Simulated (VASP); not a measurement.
C11O, 12 atoms in the cell. The cell holds a slab with vacuum, 12 atoms: a = 2.465 Å, b = 2.465 Å, c = 33.627 Å, α = 90.00°, β = 90.00°, γ = 120.00°. 

```yaml
Program: VASP 6.6.1
Task: single point
Functional: PBE
Dispersion: D3(BJ)
Potentials_or_basis: VASP PAW PBE potentials, release 64 (C, O)
Cutoff: 520 eV
k_mesh: 12 × 12 × 1
Occupations: gaussian, width 0.1 eV
Spin: no spin polarisation
Dipole_correction: yes
Further_INCAR_settings: ALGO = Normal; EDIFF = 1e-07; NBANDS = 37
```

Potentials or basis: VASP PAW PBE potentials, release 64 (C, O).

Launch:

```sh
$ cat potpaw_PBE.64/C/POTCAR potpaw_PBE.64/O/POTCAR > POTCAR
$ mpirun -np 1 vasp_std > vasp.out
```

Hardware: 1 thread of Intel Xeon 8259CL (shared host).

Q: Estimate the wall time of this run.

A: Wall time 8.1 min on 1 thread of Intel Xeon 8259CL, on a shared host, peak memory 0.32 GiB. Counts: scf iterations 33, k points 19.
